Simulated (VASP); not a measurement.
**Mg: single point with LDA**

Crystal: Mg.

```
Mg
1.0
     0.00000    3.47533    3.47533
     3.47533    0.00000    3.47533
     3.47533    3.47533    0.00000
Mg
2
Direct
  0.12500 0.12500 0.12500
  0.87500 0.87500 0.87500
```

This cell differs from its parent crystal: volume scaled by 1.12.

```yaml
Program: VASP 6.6.1
Task: single point
Functional: LDA
Potentials_or_basis: VASP PAW LDA potentials, release 64 (Mg)
Cutoff: 520 eV
k_mesh: 9 × 9 × 9
Occupations: fermi-dirac, width 0.1 eV
Spin: no spin polarisation
Dipole_correction: no
Further_INCAR_settings: ALGO = Normal; EDIFF = 1e-06; NBANDS = 9
```

```json
{
 "Pressure": "-1.2 GPa",
 "Band gap on the k mesh": "zero (band 2 reaches 2.92 eV, above the bottom of band 3 at -0.55 eV)"
}
```

Levels at points of the mesh, in eV from the Fermi level:
| k point | band 1 | band 2 | band 3 | band 4 | band 5 | band 6 | band 7 |
| --- | --- | --- | --- | --- | --- | --- | --- |
| (0.00, 0.00, 0.00) | -4.84 | 3.07 | 3.07 | 3.07 | 4.15 | 4.15 | 4.15 |

Wall time 15 s on 1 thread of Intel(R) Xeon(R) Platinum 8375C CPU @ 2.90GHz (Ice Lake) (shared host), peak memory 0.19 GiB.
